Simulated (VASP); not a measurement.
LiF, 2 atoms in the cell. It takes space group R-3m (No. 166, trigonal). Conventional cell: a = 2.934 Å, b = 2.934 Å, c = 6.802 Å, α = 90.00°, β = 90.00°, γ = 120.00°. Within 2.7 Å of Li (site symmetry -3m) lie 6 F at 2.04 Å. Within 2.7 Å of F (site symmetry -3m) lie 6 Li at 2.04 Å.  This cell differs from its parent crystal: epitaxial 111 strain +4.0%.

| Quantity | Value |
| --- | --- |
| Program | VASP 6.6.1 |
| Task | single point |
| Functional | PBE |
| Potentials or basis | VASP PAW PBE potentials, release 64 (Li_sv, F) |
| Cutoff | 520 eV |
| k mesh | 6 × 6 × 6 |
| Occupations | gaussian, width 0.01 eV |
| Spin | no spin polarisation |
| Dipole correction | no |
| Further INCAR settings | ALGO = Normal; EDIFF = 1e-07; NBANDS = 12 |

Potentials or basis: VASP PAW PBE potentials, release 64 (Li_sv, F).

Run with:

```sh
$ cat potpaw_PBE.64/Li_sv/POTCAR potpaw_PBE.64/F/POTCAR > POTCAR
$ mpirun -np 1 vasp_std > vasp.out
```

Hardware: 1 thread of Intel(R) Xeon(R) Platinum 8488C (Sapphire Rapids), on a shared host.

Estimate the wall time of this run.

Wall time 4.1 s on 1 thread of Intel(R) Xeon(R) Platinum 8488C (Sapphire Rapids), with other jobs on the host, peak memory 0.12 GiB. Counts: scf iterations 12, k points 32.
